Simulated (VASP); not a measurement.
Set up this calculation in VASP 6.6.1, as the native input.

```
Task                   : relaxation of cell and atoms
Functional             : PBEsol
Potentials or basis    : VASP PAW PBE potentials, release 64 (In_d, As)
Cutoff                 : 600 eV
k mesh                 : 14 × 14 × 14
Occupations            : fermi-dirac, width 0.08 eV
Spin                   : no spin polarisation
Dipole correction      : no
Further INCAR settings : ALGO = Normal; EDIFF = 1e-07; IBRION = 2; EDIFFG = -0.002; NSW = 100; ISIF = 3
```

The structure of InAs lies in POSCAR:

```
InAs
1.0
    0.0000000000      3.0180000000      3.0180000000
    3.0180000000      0.0000000000      3.0180000000
    3.0180000000      3.0180000000      0.0000000000
In As
1 1
Direct
    0.0000000000      0.0000000000      0.0000000000
    0.7500000000      0.7500000000      0.7500000000
```

These files were run (other wordings do the same):

INCAR

```
PREC     = Accurate       # precision mode
ENCUT    = 600            # plane-wave cutoff, eV
EDIFF    = 1E-7           # SCF threshold, eV
ISMEAR   = -1             # smearing method
SIGMA    = 0.08           # smearing width, eV
LREAL    = F              # projectors in reciprocal space
LASPH    = T              # aspherical terms in the spheres
NELM     = 60             # most SCF steps
ALGO     = Normal         # electronic algorithm
ISIF     = 3              # what is computed and relaxed
LWAVE    = F              # write WAVECAR
LCHARG   = F              # write CHGCAR
GGA      = PS             # functional
IBRION   = 2              # ionic algorithm
NSW      = 100            # ionic steps
EDIFFG   = -0.002         # ionic threshold
```

KPOINTS

```
regular mesh
0
Gamma
  14 14 14
```

Potentials or basis: VASP PAW PBE potentials, release 64 (In_d, As).

The run is started by

```sh
$ cat potpaw_PBE.64/In_d/POTCAR potpaw_PBE.64/As/POTCAR > POTCAR
$ mpirun -np 1 vasp_std > vasp.out
```

It gave:

```yaml
Relaxed_volume: 28.24 Å³/atom
Relaxed_cell: a = 4.307 Å, b = 4.307 Å, c = 4.307 Å, α = 60.00°, β = 60.00°, γ = 60.00°
Space_group_after_relaxing_to_0.1_Å: F-43m (No. 216)
Energy_gained_by_relaxing: 3.7 meV/atom
Ionic_steps: 3
Pressure_after_relaxing: 0.0 GPa
Band_gap_on_the_k_mesh: zero (filled and empty bands touch)
```

Caveat: semilocal functionals underestimate gaps, and a narrow one can read as zero; the PAW data sets were made with another functional, which shifts forces and pressure a little; spin-orbit coupling is left out, which moves the levels of the heavy elements.

It took 4.3 min on 1 thread of Intel Xeon 8259CL, on a shared host, peak memory 0.29 GiB.
